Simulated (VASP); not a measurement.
A run of VASP 6.6.1 is set up as follows.

INCAR

```
ALGO = Normal
EDIFF = 1E-7
EDIFFG = -0.08
ENCUT = 600
GGA = PE
GGA_COMPAT = F
IBRION = 2
ISIF = 3
ISMEAR = 0
LASPH = T
LCHARG = F
LMAXMIX = 6
LREAL = F
LWAVE = F
NELM = 200
NELMIN = 4
NSW = 36
PREC = Accurate
SIGMA = 0.2
```

The input KPOINTS:

```
k-points
0
Gamma
  5 5 4
```

The input POSCAR:

```
DyBe
1.0
    2.5836089800     -2.5841923800      0.0000000000
    2.5836089800      2.5841923800      0.0000000000
    0.0000000000      0.0000000000      4.8750861600
Dy Be
2 2
Direct
    0.0000000000      0.0000000000      0.0000000000
    0.5000000000      0.5000000000      0.5000000000
    0.6318325900      0.6318325900      0.0000000000
    0.3681674100      0.3681674100      0.0000000000
```

Potentials or basis: VASP PAW PBE potentials, release 64 (Dy_3, Be), 4f in core.

Launch:

```bash
$ cat potpaw_PBE.64/Dy_3/POTCAR potpaw_PBE.64/Be/POTCAR > POTCAR
$ mpirun -np 1 vasp_std > vasp.out
```

(1) Estimate the space group after relaxing (to 0.1 Å).

(2) Predict the relaxed cell.

(3) Predict the relaxed volume.

## Answers

(1) Cmmm (No. 65).

(2) a = 4.395 Å, b = 4.395 Å, c = 5.316 Å, α = 90.00°, β = 90.00°, γ = 66.65°.

(3) 23.57 Å³/atom.

Caveat: the volume moved by over 15 % at a fixed basis, so the end points are rough.
